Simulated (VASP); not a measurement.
A run of VASP 6.6.1 is set up as follows.

The input POSCAR:

```
KCl
1.0
    3.1464700000      3.1464700000      0.0000000000
   -3.1464700000      3.1464700000      0.0000000000
    0.0000000000      3.1464700000      3.1464700000
K Cl
1 1
Direct
    0.0000000000      0.0000000000      0.0000000000
    0.5000000000      0.5000000000      0.0000000000
```

Contents of INCAR.step1:

```
PREC     = Accurate       # precision mode
ENCUT    = 600            # plane-wave cutoff, eV
ISMEAR   = 0              # smearing method
SIGMA    = 0.01           # smearing width, eV
LREAL    = F              # projectors in reciprocal space
LASPH    = T              # aspherical terms in the spheres
NELM     = 80             # most SCF steps
GGA      = PE             # functional
ALGO     = Normal         # electronic algorithm
EDIFF    = 1E-4           # SCF threshold, eV
LWAVE    = T              # write WAVECAR
LCHARG   = F              # write CHGCAR
```

File INCAR.step2:

```
PREC     = Accurate       # precision mode
ENCUT    = 600            # plane-wave cutoff, eV
EDIFF    = 1E-7           # SCF threshold, eV
ISMEAR   = 0              # smearing method
SIGMA    = 0.01           # smearing width, eV
LREAL    = F              # projectors in reciprocal space
LASPH    = T              # aspherical terms in the spheres
NELM     = 80             # most SCF steps
ALGO     = Normal         # electronic algorithm
ISIF     = 3              # what is computed and relaxed
LWAVE    = F              # write WAVECAR
LCHARG   = F              # write CHGCAR
METAGGA  = R2SCAN         # meta-GGA
LMIXTAU  = T            
IBRION   = 2              # ionic algorithm
NSW      = 100            # ionic steps
EDIFFG   = -0.002         # ionic threshold
PSTRESS  = 70.0         
ISTART   = 1
```

Contents of KPOINTS:

```
regular mesh
0
Gamma
  6 6 6
```

Potentials or basis: VASP PAW PBE potentials, release 64 (K_sv, Cl).

The run is started by

```bash
$ cat potpaw_PBE.64/K_sv/POTCAR potpaw_PBE.64/Cl/POTCAR > POTCAR
$ cp INCAR.step1 INCAR
$ mpirun -np 1 vasp_std > vasp.out
$ cp INCAR.step2 INCAR
$ mpirun -np 1 vasp_std > vasp.out
```

**Question.** Predict the space group after relaxing (to 0.1 Å).

**Answer.** Fm-3m (No. 225).

**Question.** Predict the relaxed cell.

**Answer.** a = 4.145 Å, b = 4.145 Å, c = 4.145 Å, α = 60.00°, β = 60.00°, γ = 90.00°.

Step by step:
| step | energy change (eV) | largest force (eV/Å) | pressure (GPa) | volume (Å³) |
| --- | --- | --- | --- | --- |
| 1 | 0.0000 | 0.0000 | 0.02 | 62.30 |
| 2 | 0.1919 | 0.0000 | 6.52 | 50.85 |
| 3 | 0.2117 | 0.0000 | 6.98 | 50.37 |
| 4 | 0.2215 | 0.0000 | 7.20 | 50.15 |
| 5 | 0.2112 | 0.0000 | 6.97 | 50.39 |
| 6 | 0.2126 | 0.0000 | 7.00 | 50.35 |

Caveat: the cell is relaxed towards a set pressure, so the run minimises the enthalpy, not the energy; the volume moved by over 15 % at a fixed basis, so the end points are rough; the PAW data sets were made with another functional, which shifts forces and pressure a little.
